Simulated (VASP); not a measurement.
The system is Al5As.

```
Al As
1.0
     5.13293    0.00000    0.00000
    -2.56646    4.44525    0.00000
     0.00000    0.00000    4.06338
Al As
5 1
Direct
  0.50000 0.00000 0.50000
  0.50000 0.50000 0.50000
  0.00000 0.50000 0.50000
  0.33333 0.66667 0.00000
  0.66667 0.33333 0.00000
  0.00000 0.00000 0.00000
```

- Program: VASP 6.6.1
- Task: relaxation of cell and atoms
- Functional: PBE
- Potentials or basis: VASP PAW PBE potentials, release 64 (Al, As)
- Cutoff: 600 eV
- k mesh: 6 × 6 × 4
- Occupations: gaussian, width 0.1 eV
- Spin: no spin polarisation

At the start: pressure 20.7 GPa; volume 15.45 Å³/atom.

**Question.** Where does the relaxation end?

**Answer.** Over 6 steps the energy falls by 210.5 meV/atom and the volume is 18.80 Å³/atom (+21.6 %); space group P6/mmm (No. 191, to 0.05 Å).

The path:
```csv
step,energy change (eV),largest force (eV/Å),pressure (GPa),volume (Å³)
1,0.0000,0.0000,20.68,92.71
2,-1.1265,0.0000,-4.29,121.96
3,-1.2441,0.0000,-0.19,113.19
4,-1.2445,0.0000,-0.51,113.78
5,-1.2610,0.0000,-0.26,113.07
6,-1.2627,0.0000,-0.14,112.78
```

Final structure:
```
Al As
1.0
     5.34879    0.00000    0.00000
    -2.67440    4.63219    0.00000
     0.00000    0.00000    4.55182
Al As
5 1
Direct
  0.50000 0.00000 0.50000
  0.50000 0.50000 0.50000
  0.00000 0.50000 0.50000
  0.33333 0.66667 0.00000
  0.66667 0.33333 0.00000
  0.00000 0.00000 0.00000
```

Caveat: the k points lie up to 0.35 Å⁻¹ apart in the final cell; the volume moved by over 15 % at a fixed basis, so the end points are rough.
